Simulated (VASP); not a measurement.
A run of VASP 6.6.1 is set up as follows.

The input POSCAR:

```
Os
1.0
   -0.4215090416      1.7587101392      1.7587101392
    1.7587101392     -0.4215090416      1.7587101392
    1.7587101392      1.7587101392     -0.4215090416
Os
1
Direct
    0.0000000000      0.0000000000      0.0000000000
```

INCAR.step1

```
PREC = Accurate
ENCUT = 520
ISMEAR = 0
SIGMA = 0.15
LREAL = False
LASPH = True
NELM = 60
NBANDS = 10
GGA = PE
ALGO = Normal
EDIFF = 1E-4
LWAVE = True
LCHARG = False
```

File INCAR.step2:

```
PREC = Accurate
ENCUT = 520
EDIFF = 1E-6
ISMEAR = 0
SIGMA = 0.15
LREAL = False
LASPH = True
NELM = 60
ALGO = Normal
ISIF = 2
LWAVE = False
LCHARG = False
METAGGA = R2SCAN
LMIXTAU = True
NBANDS = 10
ISTART = 1
```

The input KPOINTS:

```
regular mesh
0
Gamma
  24 24 24
```

Potentials or basis: VASP PAW PBE potentials, release 64 (Os).

The run is started by

```console
$ cat potpaw_PBE.64/Os/POTCAR > POTCAR
$ cp INCAR.step1 INCAR
$ mpirun -np 1 vasp_std > vasp.out
$ cp INCAR.step2 INCAR
$ mpirun -np 1 vasp_std > vasp.out
```

Task: Estimate the band gap on the k mesh.

Result: Zero (bands 4 and 5 overlap by 6.31 eV).

Task: What does it give for the pressure?

Result: 23.0 GPa.

Stress tensor (GPa, compression positive):
```
23.00 16.58 16.58
16.58 23.00 16.58
16.58 16.58 23.00
```

Caveat: the cell stands under pressure; the PAW data sets were made with another functional, which shifts forces and pressure a little; spin-orbit coupling is left out, which moves the levels of the heavy elements.
